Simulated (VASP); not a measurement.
Input of a VASP 6.6.1 run:

File INCAR:

```
SYSTEM = TaN
PREC = Accurate ; ENCUT = 520
EDIFF = 1E-6 ; ISMEAR = 0
SIGMA = 0.15 ; LREAL = .FALSE.
LASPH = .TRUE. ; NELM = 60
ALGO = Normal ; ISIF = 2
LWAVE = .FALSE. ; LCHARG = .FALSE.
GGA = PE ; NBANDS = 24
```

KPOINTS

```
Automatic mesh
0
G
  15 15 8
  0 0 0
```

The input POSCAR:

```
TaN
1.0
    3.1519469579      0.0000000000      0.0000000000
   -1.5759734790      3.1391160574      0.0000000000
    0.0000000000      0.0000000000      5.1872384312
Ta N
2 2
Direct
    0.3333333333      0.6666666667      0.0304880884
    0.6666666667      0.3333333333      0.5304880884
    0.3333333333      0.6666666667      0.3545119116
    0.6666666667      0.3333333333      0.8545119116
```

Potentials or basis: VASP PAW PBE potentials, release 64 (Ta_pv, N).

Run with:

```sh
$ cat potpaw_PBE.64/Ta_pv/POTCAR potpaw_PBE.64/N/POTCAR > POTCAR
$ mpirun -np 1 vasp_std > vasp.out
```

Q: Predict the largest force.

A: 10.231 eV/Å.

Q: Predict the pressure.

A: 42.5 GPa.

Stress tensor (GPa, compression positive):
```
  9.42   0.00   0.00
  0.00 -10.05   0.00
  0.00   0.00 128.23
```

Caveat: the cell differs from its parent crystal (strain +e along x and -e along y -0.0750, strain +e along z and -e/2 along x and y -0.1500); the stress differs along the axes, from -10 to 128 GPa; forces of over 1 eV/Å act on the atoms, so gaps and moduli don't describe the material at rest.
